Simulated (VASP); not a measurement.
# Al2O (I4/mmm) in VASP: a series of runs, part 2 of 3

VASP 6.6.1. Earlier steps stand in the parts before.

## Step 4: Relaxation of cell and atoms, PBE

This run uses another cell than the first one, of 16.59 Å³/atom, 1.085 times its volume.

The input, INCAR:

```
PREC = Accurate
ENCUT = 600
EDIFF = 1E-6
ISMEAR = 0
SIGMA = 0.1
LREAL = F
LASPH = T
NELM = 60
ALGO = Normal
ISIF = 3
LWAVE = F
LCHARG = F
GGA = PE
IBRION = 2
NSW = 90
EDIFFG = -0.04
```

The input, KPOINTS:

```
regular mesh
0
Gamma
  6 6 6
```

The input, POSCAR:

```
Al2O
1.0
   -1.9406156900      1.9406156900      3.3037639300
    1.9406156900     -1.9406156900      3.3037639300
    1.9406156900      1.9406156900     -3.3037639300
Al O
2 1
Direct
    0.5000000000      0.0000000000      0.5000000000
    0.0000000000      0.5000000000      0.5000000000
    0.5000000000      0.5000000000      0.0000000000
```

Potentials or basis: VASP PAW PBE potentials, release 64 (Al, O).

Launch:

```console
$ cat potpaw_PBE.64/Al/POTCAR potpaw_PBE.64/O/POTCAR > POTCAR
$ mpirun -np 1 vasp_std > vasp.out
```

OUTCAR:

```text
PREC = Accurate
   ENCUT = 600
   EDIFF = 1E-6
   ISMEAR = 0
   LREAL = F
   LASPH = T
   NELM = 60
   ISIF = 3
   GGA = PE
   IBRION = 2
   NSW = 90
   EDIFFG = -0.04

 ion  position               nearest neighbor table
   1  0.500  0.000  0.500-   3 1.94   3 1.94   2 2.74   2 2.74   2 2.74   2 2.74   2 3.30   2 3.30

   2  0.000  0.500  0.500-   3 1.94   3 1.94   1 2.74   1 2.74   1 2.74   1 2.74   1 3.30   1 3.30

   3  0.500  0.500  0.000-   1 1.94   2 1.94   1 1.94   2 1.94

  LATTYP: Found a body centered tetragonal cell.
 ALAT       =     3.8812313800
 C/A-ratio  =     1.7024308043

  Lattice vectors:

 A1 = (  -1.9406156900,   1.9406156900,   3.3037639300)
 A2 = (   1.9406156900,  -1.9406156900,   3.3037639300)
 A3 = (   1.9406156900,   1.9406156900,  -3.3037639300)

Analysis of symmetry for initial positions (statically):
=====================================================================
 Subroutine PRICEL returns:
 Original cell was already a primitive cell.

 Routine SETGRP: Setting up the symmetry group for a
 body centered tetragonal supercell.

 Subroutine GETGRP returns: Found 16 space group operations
 (whereof 16 operations were pure point group operations)
 out of a pool of 16 trial point group operations.

The static configuration has the point symmetry D_4h.

Analysis of symmetry for dynamics (positions and initial velocities):
=====================================================================
 Subroutine PRICEL returns:
 Original cell was already a primitive cell.

 Routine SETGRP: Setting up the symmetry group for a
 body centered tetragonal supercell.

 Subroutine GETGRP returns: Found 16 space group operations
 (whereof 16 operations were pure point group operations)
 out of a pool of 16 trial point group operations.

The dynamic configuration has the point symmetry D_4h.

 Subroutine INISYM returns: Found 16 space group operations
 (whereof 16 operations are pure point group operations),
 and found     1 'primitive' translations

----------------------------------------------------------------------------------------

                                     Primitive cell

  volume of cell :      49.7678

  direct lattice vectors                    reciprocal lattice vectors
    -1.940615690  1.940615690  3.303763930     0.000000000  0.257650189  0.151342533
     1.940615690 -1.940615690  3.303763930     0.257650189  0.000000000  0.151342533
     1.940615690  1.940615690 -3.303763930     0.257650189  0.257650189  0.000000000

  length of vectors
     4.294977837  4.294977837  4.294977837     0.298811282  0.298811282  0.364372392

  position of ions in fractional coordinates (direct lattice)
     0.500000000  0.000000000  0.500000000
     0.000000000  0.500000000  0.500000000
     0.500000000  0.500000000  0.000000000

  ion indices of the primitive-cell ions
   primitive index   ion index
                 1           1
                 2           2
                 3           3

----------------------------------------------------------------------------------------

 KPOINTS: regular mesh

[... 50 lines left out ...]
   number of dos      NEDOS =    301   number of ions     NIONS =      3
   total plane-waves  NPLWV =  46656
   dimension x,y,z NGX =    36 NGY =   36 NGZ =   36
   dimension x,y,z NGXF=    72 NGYF=   72 NGZF=   72
   ions per type =               2   1
   NGX,Y,Z   is equivalent  to a cutoff of  13.93, 13.93, 13.93 a.u.
   NGXF,Y,Z  is equivalent  to a cutoff of  27.87, 27.87, 27.87 a.u.
 SYSTEM =  unknown system
   PREC   = accura    normal or accurate (medium, high low for compatibility)
   ISTART =      0    job   : 0-new  1-cont  2-samecut
   ICHARG =      2    charge: 1-file 2-atom 10-const
   ISPIN  =      1    spin polarized calculation?
   LNONCOLLINEAR =      F non collinear calculations
   LSORBIT =      F    spin-orbit coupling
   LASPH  =      T    aspherical Exc in radial PAW
   ENCUT  =  600.0 eV  44.10 Ry    6.64 a.u.   8.58  8.58  8.58*2*pi/ulx,y,z
   NELM   =     60;   NELMIN=  2; NELMDL= -5     # of ELM steps
   EDIFF  = 0.1E-05   stopping-criterion for ELM
   LREAL  =      F    real-space projection
   EDIFFG = -.4E-01   stopping-criterion for IOM
   NSW    =     90    number of steps for IOM
   IBRION =      2    ionic relax: 0-MD 1-quasi-New 2-CG
   NFREE  =      1    steps in history (QN), initial steepest desc. (CG)
   ISIF   =      3    stress and relaxation
   ISYM   =      2    0-nonsym 1-usesym 2-fastsym
   POTIM  = 0.5000    time-step for ionic-motion
   TEBEG  =    0.0;   TEEND  =   0.0 temperature during run
   PSTRESS=    0.0 pullay stress
   NELECT =      12.0000    total number of electrons
   NUPDOWN=      -1.0000    fix difference up-down
   EMIN   =  10.00;   EMAX   =-10.00  energy-range for DOS
   EFERMI =   0.00;   METHOD = LEGACY
   ISMEAR =     0;   SIGMA  =   0.10  broadening in eV -4-tet -1-fermi 0-gaus
   EFERMI_NEDOS =   21; number of points for ismear=-14 and -15
   IALGO  =     38    algorithm
   IMIX   =      4    mixing-type and parameters
     AMIX     =   0.40;   BMIX     =  1.00
     AMIX_MAG =   1.60;   BMIX_MAG =  1.00
  volume/ion in A,a.u.               =      16.59       111.95
  Fermi-wavevector in a.u.,A,eV,Ry     =   1.018949  1.925535 14.126352  1.038258
  Thomas-Fermi vector in A             =   2.152436
   LORBIT       =      0    0 simple, 1 ext, 2 COOP (PROOUT), +10 PAW based schemes
   GGA     = PE    functional components
   LHFCALC =     F    Hartree Fock is set to
   AEXX    =    0.0000 exact exchange contribution
   IVDW    =     0    specifies the selected vdW correction
   LEPSILON=     F    determine dielectric tensor
   LRPA    =     F    only Hartree local field effects (RPA)
 conjugate gradient relaxation of ions
 non-spin polarized calculation
 Gauss-broadening in eV      SIGMA  =   0.10
  energy-cutoff  :      600.00
  volume of cell :       49.77
 maximum number of plane-waves:      1672
 NGX is ok and might be reduce to    36
   NGX = 17   NGY = 17   NGZ = 17

--------------------------------------- Ionic step        1  -------------------------------------------

 number of electron      11.9999999 magnetization

 Free energy of the ion-electron system (eV)
  ---------------------------------------------------
  ext. energy  EPLUGINS =         0.00000000
  ---------------------------------------------------
  free energy    TOTEN  =       -13.98379095 eV

  energy without entropy =      -13.96574089  energy(sigma->0) =      -13.97476592

------------------------ aborting loop because EDIFF is reached ----------------------------------------

  FORCE on cell =-STRESS in cart. coord.  units (eV):
  Direction    XX          YY          ZZ          XY          YZ          ZX
  --------------------------------------------------------------------------------------
  -------------------------------------------------------------------------------------
  Total        0.5548885      0.5548885     -2.4034969      0.0000000      0.0000000      0.0000000
  in kB       17.8635694     17.8635694    -77.3759640      0.0000000      0.0000000      0.0000000
  external PRESSURE =     -13.8829418 kB  Pullay stress =       0.0000000 kB
[... 246 lines left out ...]
--------------------------------------- Ionic step        8  -------------------------------------------

 number of electron      11.9999998 magnetization

 Free energy of the ion-electron system (eV)
  ---------------------------------------------------
  ext. energy  EPLUGINS =         0.00000000
  ---------------------------------------------------
  free energy    TOTEN  =       -14.22093922 eV

  energy without entropy =      -14.21239770  energy(sigma->0) =      -14.21666846

 E-fermi :   5.8993     XC(G=0):  -9.8371

 val. band max:        5.8848147522   @ k =   0.3333   0.1667   0.1667
 cond. band min:       5.9599935762   @ k =  -0.3333   0.3333   0.1667
 fundamental gap:      0.0751788240
 Fermi energy:         5.8993338737

 k-point     1 :       0.0000    0.0000    0.0000
  band No.  band energies     occupation
      1     -14.0599      2.00000
      2      -0.4060      2.00000
      3      -0.3442      2.00000
      4      -0.3442      2.00000
      5       1.9615      2.00000
      6       8.5179      0.00000
      7      10.5517      0.00000
      8      11.1401      0.00000
      9      11.1401      0.00000
     10      11.1571      0.00000
[... 287 lines left out ...]
 k-point    24 :      -0.1667   -0.3333    0.1667
  band No.  band energies     occupation
      1     -13.9332      2.00000
      2      -1.4602      2.00000
      3      -0.5583      2.00000
      4       0.2022      2.00000
      5       2.9195      2.00000
      6       6.0015      0.14844
      7       7.8452      0.00000
      8       9.2449      0.00000
      9      10.1668      0.00000
     10      13.0584      0.00000

 [... further k-points ...]
[... 5 lines left out ...]
  --------------------------------------------------------------------------------------
  -------------------------------------------------------------------------------------
  Total       -0.0362998     -0.0362998      0.0958379      0.0000000     -0.0000000      0.0000000
  in kB       -1.2756479     -1.2756479      3.3679378      0.0000000     -0.0000000      0.0000000
  external PRESSURE =       0.2722140 kB  Pullay stress =       0.0000000 kB
[... 18 lines left out ...]
  FREE ENERGIE OF THE ION-ELECTRON SYSTEM (eV)
  ---------------------------------------------------
  free  energy   TOTEN  =       -14.2209392201 eV

  energy  without entropy=      -14.2123977041  energy(sigma->0) =      -14.21666846

 reached required accuracy - stopping structural energy minimisation
```

CONTCAR:

```text
Al2O
   1.00000000000000
    -1.9855606967872226    1.9855606967872226    2.8910622303336067
     1.9855606967872226   -1.9855606967872226    2.8910622303336067
     1.9855606967872226    1.9855606967872226   -2.8910622303336067
  Al              O
     2     1
Direct
     0.5000000000000000    0.0000000000000000    0.5000000000000000
     0.0000000000000000    0.5000000000000000    0.5000000000000000
     0.5000000000000000    0.5000000000000000    0.0000000000000000

  0.00000000E+00  0.00000000E+00  0.00000000E+00
  0.00000000E+00  0.00000000E+00  0.00000000E+00
  0.00000000E+00  0.00000000E+00  0.00000000E+00
```

Wall time 2 min (1 thread of Intel Xeon Platinum 8375C at 2.90GHz (Ice Lake), shared host); peak memory 0.2 GiB.

What came out:

```
Free energy                            : -14.2209 eV
Relaxed volume                         : 15.20 Å³/atom
Relaxed cell                           : a = 4.030 Å, b = 4.030 Å, c = 4.030 Å, α = 120.97°, β = 120.97°, γ = 88.33°
Space group after relaxing (to 0.05 Å) : I4/mmm (No. 139)
Energy gained by relaxing              : 79.0 meV/atom
Ionic steps                            : 8
Pressure after relaxing                : 0.0 GPa
Band gap on the k mesh                 : zero (band 6 reaches 8.52 eV, above the bottom of band 7 at 5.74 eV)
```

Step by step:
| step | energy change (eV) | largest force (eV/Å) | pressure (GPa) | volume (Å³) |
| --- | --- | --- | --- | --- |
| 1 | 0.0000 | 0.0000 | -1.39 | 49.77 |
| 2 | -0.1023 | 0.0000 | -1.62 | 48.70 |
| 3 | -0.2008 | 0.0000 | 0.22 | 45.13 |
| 4 | -0.2292 | 0.0000 | -1.31 | 46.71 |
| 5 | -0.2350 | 0.0000 | -1.11 | 46.29 |
| 6 | -0.2350 | 0.0000 | -1.04 | 46.21 |
| 7 | -0.2359 | 0.0000 | 0.88 | 45.15 |
| 8 | -0.2371 | 0.0000 | 0.03 | 45.59 |

Final structure:
```xyz
3
Lattice="-1.9856 1.9856 2.8911 1.9856 -1.9856 2.8911 1.9856 1.9856 -2.8911" Properties=species:S:1:pos:R:3 pbc="T T T"
Al    0.0000    1.9856    0.0000
Al    1.9856    0.0000    0.0000
O     0.0000    0.0000    2.8911
```

Caveat: the k points lie up to 0.37 Å⁻¹ apart in the final cell.

## Step 5: Single point, PBE, collinear spin, ferromagnetic start

The input, INCAR:

```
ALGO     = Normal         # electronic algorithm
EDIFF    = 1E-6           # SCF threshold, eV
ENCUT    = 520            # plane-wave cutoff, eV
GGA      = PE             # functional
ISIF     = 2              # what is computed and relaxed
ISMEAR   = 0              # smearing method
ISPIN    = 2              # spin polarisation
LASPH    = T              # aspherical terms in the spheres
LCHARG   = F              # write CHGCAR
LORBIT   = 11             # projections on sites
LREAL    = F              # projectors in reciprocal space
LWAVE    = F              # write WAVECAR
MAGMOM   = 0 0 1          # initial moments
NBANDS   = 17             # bands
NELM     = 150            # most SCF steps
PREC     = Accurate       # precision mode
SIGMA    = 0.1            # smearing width, eV
```

The input, KPOINTS:

```
k-points
0
Gamma
  6 6 6
```

The input, POSCAR:

```
Al2O
1.0
   -1.9867192550      1.9867192550      2.9044435346
    1.9867192550     -1.9867192550      2.9044435346
    1.9867192550      1.9867192550     -2.9044435346
Al O
2 1
Direct
    0.5000000000      0.0000000000      0.5000000000
    0.0000000000      0.5000000000      0.5000000000
    0.5000000000      0.5000000000      0.0000000000
```

Potentials or basis: VASP PAW PBE potentials, release 64 (Al, O).

Launch:

```console
$ cat potpaw_PBE.64/Al/POTCAR potpaw_PBE.64/O/POTCAR > POTCAR
$ mpirun -np 1 vasp_std > vasp.out
```

OUTCAR:

```text
EDIFF = 1E-6
   ENCUT = 520
   GGA = PE
   ISIF = 2
   ISMEAR = 0
   ISPIN = 2
   LASPH = T
   LORBIT = 11
   LREAL = F
   NELM = 150
   PREC = Accurate

 ion  position               nearest neighbor table
   1  0.500  0.000  0.500-   3 1.99   3 1.99   2 2.81   2 2.81   2 2.81   2 2.81   2 2.90   2 2.90

   2  0.000  0.500  0.500-   3 1.99   3 1.99   1 2.81   1 2.81   1 2.81   1 2.81   1 2.90   1 2.90

   3  0.500  0.500  0.000-   1 1.99   2 1.99   1 1.99   2 1.99

  LATTYP: Found a body centered tetragonal cell.
 ALAT       =     3.9734385100
 C/A-ratio  =     1.4619295239

  Lattice vectors:

 A1 = (  -1.9867192550,   1.9867192550,   2.9044435346)
 A2 = (   1.9867192550,  -1.9867192550,   2.9044435346)
 A3 = (   1.9867192550,   1.9867192550,  -2.9044435346)

Analysis of symmetry for initial positions (statically):
=====================================================================
 Subroutine PRICEL returns:
 Original cell was already a primitive cell.

 Routine SETGRP: Setting up the symmetry group for a
 body centered tetragonal supercell.

 Subroutine GETGRP returns: Found 16 space group operations
 (whereof 16 operations were pure point group operations)
 out of a pool of 16 trial point group operations.

The static configuration has the point symmetry D_4h.

Analysis of symmetry for dynamics (positions and initial velocities):
=====================================================================
 Subroutine PRICEL returns:
 Original cell was already a primitive cell.

 Routine SETGRP: Setting up the symmetry group for a
 body centered tetragonal supercell.

 Subroutine GETGRP returns: Found 16 space group operations
 (whereof 16 operations were pure point group operations)
 out of a pool of 16 trial point group operations.

The dynamic configuration has the point symmetry D_4h.

Analysis of structural, dynamic, and magnetic symmetry:
=====================================================================
 Subroutine PRICEL returns:
 Original cell was already a primitive cell.

 Routine SETGRP: Setting up the symmetry group for a
 body centered tetragonal supercell.

[... 152 lines left out ...]
  free energy    TOTEN  =       -14.21466067 eV

  energy without entropy =      -14.20613033  energy(sigma->0) =      -14.21039550

 E-fermi :   5.8547     XC(G=0):  -9.8134

 val. band max:        5.8431021390   @ k =   0.3333   0.1667   0.1667
 cond. band min:       5.9125596892   @ k =  -0.3333   0.3333   0.1667
 fundamental gap:      0.0694575502
 Fermi energy:         5.8547160636

 spin component 1

 k-point     1 :       0.0000    0.0000    0.0000
  band No.  band energies     occupation
      1     -14.1033      1.00000
      2      -0.4426      1.00000
      3      -0.3958      1.00000
      4      -0.3958      1.00000
      5       1.9081      1.00000
      6       8.4842      0.00000
[... 459 lines left out ...]
      6       5.9615      0.06559
[... 9 lines left out ...]
     16      19.0387      0.00000
     17      20.5970      0.00000

 [... further k-points ...]

 spin component 2

 k-point     1 :       0.0000    0.0000    0.0000
  band No.  band energies     occupation
      1     -14.1030      1.00000
      2      -0.4419      1.00000
      3      -0.3956      1.00000
      4      -0.3956      1.00000
      5       1.9082      1.00000
      6       8.4858      0.00000
[... 459 lines left out ...]
      6       5.9625      0.06378
[... 9 lines left out ...]
     16      19.0394      0.00000
     17      20.5974      0.00000

 [... further k-points ...]
[... 5 lines left out ...]
  --------------------------------------------------------------------------------------
  -------------------------------------------------------------------------------------
  Total       -0.0716447     -0.0716447     -0.0921791      0.0000000      0.0000000      0.0000000
  in kB       -2.5032178     -2.5032178     -3.2206772      0.0000000      0.0000000      0.0000000
  external PRESSURE =      -2.7423709 kB  Pullay stress =       0.0000000 kB

 VOLUME and BASIS-vectors are now :
 -----------------------------------------------------------------------------
  energy-cutoff  :      520.00
  volume of cell :       45.86
      direct lattice vectors                 reciprocal lattice vectors
    -1.986719255  1.986719255  2.904443535     0.000000000  0.251671190  0.172150016
     1.986719255 -1.986719255  2.904443535     0.251671190  0.000000000  0.172150016
     1.986719255  1.986719255 -2.904443535     0.251671190  0.251671190  0.000000000

 POSITION                                       TOTAL-FORCE (eV/Angst)
 -----------------------------------------------------------------------------------
      0.00000      1.98672      0.00000        -0.000000      0.000000      0.000000
      1.98672      0.00000      0.00000        -0.000000      0.000000      0.000000
      0.00000      0.00000      2.90444         0.000000     -0.000000     -0.000000
 -----------------------------------------------------------------------------------
    total drift:                                0.000000     -0.000000      0.000000

  FREE ENERGIE OF THE ION-ELECTRON SYSTEM (eV)
  ---------------------------------------------------
  free  energy   TOTEN  =       -14.2146606735 eV

  energy  without entropy=      -14.2061303321  energy(sigma->0) =      -14.21039550

 total charge

# of ion       s       p       d       tot
------------------------------------------
    1        0.431   0.285   0.000   0.716
    2        0.431   0.285   0.000   0.716
    3        1.588   3.473   0.000   5.061
--------------------------------------------------
tot          2.450   4.044   0.000   6.494

 magnetization (x)

# of ion       s       p       d       tot
------------------------------------------
    1        0.000   0.000   0.000   0.000
    2        0.000   0.000   0.000   0.000
    3       -0.000   0.000   0.000   0.000
--------------------------------------------------
tot          0.000   0.000   0.000   0.000
```

It took 54 s on 1 thread of Intel Xeon Platinum 8375C at 2.90GHz (Ice Lake), shared host; peak memory 0.19 GiB.

What came out:

```
Free energy                                           : -14.2147 eV
Pressure                                              : -0.3 GPa
Band gap on the k mesh                                : zero (filled and empty bands overlap)
Net moment                                            : 0.00 μB per cell
Valence electrons inside the program's atomic spheres : Al 0.72; O 5.06
```

Levels at points of the mesh, in eV from the Fermi level:
Spin up:
```
           k point  band 4  band 5  band 6  band 7  band 8  band 9
(0.00, 0.00, 0.00)   -6.25   -3.95    2.63    4.58    5.22    5.22
(0.50, 0.00, 0.00)   -4.62   -2.93   -0.80    2.37    2.90    3.67
(0.50, 0.50, 0.00)   -4.49   -2.64   -0.59   -0.05    3.51    5.10
(0.50, 0.50, 0.50)   -6.28   -3.14   -0.69    0.60    3.57    3.57
```
Spin down:
```csv
k point,band 2,band 3,band 4,band 5,band 6,band 7,band 8,band 9,band 10,band 11
"(0.00, 0.00, 0.00)",-6.30,-6.25,-6.25,-3.95,2.63,4.58,5.22,5.22,5.26,5.26
"(0.50, 0.00, 0.00)",-8.32,-6.34,-4.62,-2.93,-0.80,2.37,2.90,3.67,7.46,8.20
"(0.50, 0.50, 0.00)",-8.27,-7.05,-4.49,-2.64,-0.59,-0.05,3.51,5.10,5.55,10.11
"(0.50, 0.50, 0.50)",-6.73,-6.73,-6.28,-3.14,-0.69,0.60,3.57,3.57,9.06,9.10
```

Caveat: the k points lie up to 0.37 Å⁻¹ apart.

(Part 2 of 3 ends here.)
